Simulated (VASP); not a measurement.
Set up this calculation in VASP 6.6.1, as the native input.

```
Task                   : single point
Functional             : PBEsol
Potentials or basis    : VASP PAW PBE potentials, release 64 (Na_pv, F)
Cutoff                 : 600 eV
k mesh                 : 8 × 8 × 8
Occupations            : gaussian, width 0.02 eV
Spin                   : no spin polarisation
Dipole correction      : no
Further INCAR settings : ALGO = Normal; EDIFF = 1e-06; NBANDS = 14
```

The structure of NaF lies in POSCAR:

```
NaF
1.0
    0.0000000000      2.3144065516      2.3144065516
    2.3144065516      0.0000000000      2.3144065516
    2.3144065516      2.3144065516      0.0000000000
Na F
1 1
Direct
    0.0000000000      0.0000000000      0.0000000000
    0.5000000000      0.5000000000      0.5000000000
```

One way to write it, as run:

INCAR

```
PREC = Accurate ; ENCUT = 600
EDIFF = 1E-6 ; ISMEAR = 0
SIGMA = 0.02 ; LREAL = False
LASPH = True ; NELM = 120
ALGO = Normal ; ISIF = 2
LWAVE = False ; LCHARG = False
GGA = PS ; NBANDS = 14
GGA_COMPAT = False
```

KPOINTS

```
Automatic mesh
0
Gamma
  8 8 8
```

Potentials or basis: VASP PAW PBE potentials, release 64 (Na_pv, F).

Command:

```bash
$ cat potpaw_PBE.64/Na_pv/POTCAR potpaw_PBE.64/F/POTCAR > POTCAR
$ mpirun -np 1 vasp_std > vasp.out
```

Results of the run:

```
Pressure               : -0.2 GPa
Band gap on the k mesh : 6.18 eV
```

Caveat: the PAW data sets were made with another functional, which shifts forces and pressure a little.

Run time: 20 s on 1 thread of Intel Xeon 8259CL, on a shared host, peak memory 0.15 GiB.
